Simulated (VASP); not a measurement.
Runs of VASP 6.6.1 on SnS2. It takes space group P-3m1 (No. 164, trigonal). The conventional cell has a = 3.661 Å, b = 3.661 Å, c = 5.962 Å, α = 90.00°, β = 90.00°, γ = 120.00°. Within 3.4 Å of Sn (site symmetry -3m) lie 6 S at 2.57 Å. Within 3.4 Å of S (site symmetry 3m) lie 3 Sn at 2.57 Å. 

```csv
level,smearing,share of exact exchange,screening parameter,gap on the mesh (eV),pressure (GPa),largest force (eV/Å)
PBE-based screened hybrid with 35 % exact exchange,gaussian 0.01 eV,0.35,0.3 1/Å,(a),-1.1,0.39
PBE-based screened hybrid with 30 % exact exchange,gaussian 0.01 eV,0.3,0.3 1/Å,2.37,-0.6,0.31
HSE06,gaussian 0.01 eV,0.25,0.2079 1/Å,2.43,-0.3,0.27
HSE06,gaussian 0.2 eV,0.25,0.2079 1/Å,2.43,-0.3,0.27
```

Alike in all rows: task single point; potentials or basis VASP PAW PBE potentials, release 64 (Sn_d, S); no spin polarisation; cell as given; k mesh 6 × 6 × 2; cutoff (eV) 400.

Problem. Fill in the values left out.

Solution. (a) 2.52.

Caveats: all runs use coarse meshes; the PAW data sets were made with another functional, which shifts forces and pressure a little; spin-orbit coupling is left out, which moves the levels of the heavy elements; this functional lacks dispersion, which binds the layers, so the pressure and a relaxed spacing across them are unreliable (at least some runs).

A k mesh can miss the band edges, and the runs leave out spin-orbit coupling on Sn.
